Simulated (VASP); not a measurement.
BP (m.b), 2 atoms in the cell. Symmetry: F-43m, No. 216, cubic system. The conventional cell has a = 4.548 Å, b = 4.548 Å, c = 4.548 Å, α = 90.00°, β = 90.00°, γ = 90.00°. B (site symmetry -43m) has 4 P at 1.97 Å within 2.6 Å. Within 2.6 Å of P (site symmetry -43m) lie 4 B at 1.97 Å. 

```yaml
Program: VASP 6.6.1
Task: single point
Functional: PBE
Potentials_or_basis: VASP PAW PBE potentials, release 64 (B, P)
Cutoff: 500 eV
k_mesh: 10 × 10 × 10
Occupations: gaussian, width 0.02 eV
Spin: no spin polarisation
Dipole_correction: no
Further_INCAR_settings: ALGO = Normal; EDIFF = 1e-06; NBANDS = 11
```

Potentials or basis: VASP PAW PBE potentials, release 64 (B, P).

The run is started by

```bash
$ cat potpaw_PBE.64/B/POTCAR potpaw_PBE.64/P/POTCAR > POTCAR
$ mpirun -np 1 vasp_std > vasp.out
```

Hardware: 1 thread of Intel Xeon 8259CL (shared host).

Task: How long does it take, and how much memory?

Result: Wall time 16 s on 1 thread of Intel Xeon 8259CL, on a shared host, peak memory 0.13 GiB. Counts: scf iterations 12, k points 47.
